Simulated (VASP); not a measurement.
Input of a VASP 6.6.1 run:

INCAR

```
SYSTEM = FeNi
ALGO     = Normal         ! electronic algorithm
EDIFF    = 1E-6           ! SCF threshold, eV
ENCUT    = 520            ! plane-wave cutoff, eV
ISIF     = 2              ! what is computed and relaxed
ISMEAR   = 1              ! smearing method
ISPIN    = 2              ! spin polarisation
LASPH    = .TRUE.         ! aspherical terms in the spheres
LCHARG   = .FALSE.        ! write CHGCAR
LMAXMIX  = 4              ! l up to which the mixer works
LORBIT   = 11             ! projections on sites
LREAL    = .FALSE.        ! projectors in reciprocal space
LWAVE    = .FALSE.        ! write WAVECAR
MAGMOM   = 4.5 2          ! initial moments
NBANDS   = 20             ! bands
NELM     = 150            ! most SCF steps
PREC     = Accurate       ! precision mode
SIGMA    = 0.2            ! smearing width, eV
```

The input KPOINTS:

```
k-points
0
G
  13 13 9
  0 0 0
```

Contents of POSCAR:

```
FeNi
1.0
    2.5330000000      0.0000000000      0.0000000000
    0.0000000000      2.5330000000      0.0000000000
    0.0000000000      0.0000000000      3.5820000000
Fe Ni
1 1
Direct
    0.0000000000      0.0000000000      0.0000000000
    0.5000000000      0.5000000000      0.5000000000
```

Potentials or basis: VASP PAW LDA potentials, release 64 (Fe, Ni).

Command:

```sh
$ cat potpaw_LDA.64/Fe/POTCAR potpaw_LDA.64/Ni/POTCAR > POTCAR
$ mpirun -np 1 vasp_std > vasp.out
```

(1) What does it give for the pressure?

(2) What does it give for the net moment?

Results:

(1) -19.8 GPa.

(2) 3.18 μB per cell.
